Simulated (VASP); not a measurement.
A run of VASP 6.6.1 is set up as follows.

Contents of INCAR:

```
SYSTEM = BaTiO3
  PREC = Accurate
  ENCUT = 600
  EDIFF = 1E-6
  ISMEAR = 0
  SIGMA = 0.1
  LREAL = .False.
  LASPH = .True.
  NELM = 120
  ALGO = Normal
  ISIF = 2
  LWAVE = .False.
  LCHARG = .True.
  LELF = .True.
  LVHAR = .True.
  NBANDS = 28
  GGA_COMPAT = .False.
```

KPOINTS

```
regular mesh
0
Gamma
  4 4 4
  0 0 0
```

File POSCAR:

```
BaTiO3
1.0
    3.9900000000      0.0000000000      0.0000000000
    0.0000000000      3.9900000000      0.0000000000
    0.0000000000      0.0000000000      3.9900000000
Ba Ti O
1 1 3
Direct
    0.0000000000      0.0000000000      0.0000000000
    0.5000000000      0.5000000000      0.5000000000
    0.5000000000      0.5000000000      0.0000000000
    0.0000000000      0.5000000000      0.5000000000
    0.5000000000      0.0000000000      0.5000000000
```

Potentials or basis: VASP PAW LDA potentials, release 64 (Ba_sv, Ti_sv, O).

Command:

```sh
$ cat potpaw_LDA.64/Ba_sv/POTCAR potpaw_LDA.64/Ti_sv/POTCAR potpaw_LDA.64/O/POTCAR > POTCAR
$ mpirun -np 1 vasp_std > vasp.out
```

(1) Predict the band gap on the k mesh.

(2) Predict the pressure.

Results:

(1) 1.66 eV (least direct gap 1.79 eV).

(2) -5.4 GPa.

Caveat: the cell stands under tension; spin-orbit coupling is left out, which moves the levels of the heavy elements.
